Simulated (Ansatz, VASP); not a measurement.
**One calculation of Hf, two programs**

File INCAR:

```
PREC = Accurate
ENCUT = 520
EDIFF = 1E-6
ISMEAR = -1
SIGMA = 0.03
LREAL = F
LASPH = T
NELM = 80
ALGO = Normal
ISIF = 2
LWAVE = F
LCHARG = F
GGA = PS
NBANDS = 11
```

Contents of KPOINTS:

```
regular mesh
0
Gamma
  16 16 16
```

File POSCAR:

```
Hf
1.0
    0.0000000000      2.1978000000      2.2200000000
    2.1978000000      0.0000000000      2.2200000000
    2.1978000000      2.1978000000      0.0000000000
Hf
1
Direct
    0.0000000000      0.0000000000      0.0000000000
```

Input for Ansatz:

```yaml
crystal:
  lattice:
    - [0.0, 2.1978, 2.22]
    - [2.1978, 0.0, 2.22]
    - [2.1978, 2.1978, 0.0]
  atoms:
    - { symbol: Hf, position: [0.0, 0.0, 0.0] }
kpoints:
  mp_grid: { grid: [16, 16, 16] }
  band_path:
    path:
      - [0.0, 0.0, 0.0]
      - [0.0, 0.5, 0.5]
      - [0.25, 0.75, 0.5]
      - [0.0, 0.5, 0.0]
      - [0.0, 0.0, 0.0]
      - [0.5, 0.5, 0.0]
      - [0.3725125, 0.6274875, 0.0]
      - [-0.3725125, 0.3725125, 0.0]
      - [0.0, 0.0, 0.0]
    npoints: 5
scf:
  occupations: { method: fermi_dirac, width: 0.03 }
hamiltonian:
  xc: pbesol
  pseudopotentials: { kind: all_electron, lapw: { basis_error: 0.00025 } }
output:
  forces: true
  stress: true
  eigenvalues: true
```

Change from the starting cell: equal xx and yy strain of -1 %.

Alike in both runs: task single point; functional PBEsol; k mesh 16 × 16 × 16; occupations fermi-dirac, width 0.03 eV; no spin polarisation.

```csv
,VASP,Ansatz
version,VASP 6.6.1,Ansatz 0.2.0
potentials or method,"VASP PAW PBE potentials, release 64 (Hf_pv), cutoff 520 eV","all-electron LAPW, scalar-relativistic"
```

|  | VASP | Ansatz | Ansatz less VASP |
| --- | --- | --- | --- |
| pressure (GPa) | 0.1 | 0.5 | +0.43 |
| traceless stress, the component that is largest in VASP (GPa) | -0.08 | -0.07 | +0.015 |

VASP's potentials were made for PBE, not for PBEsol. Ansatz ran all-electron here, and VASP with PAW potentials.

Neither program's run includes spin-orbit coupling.
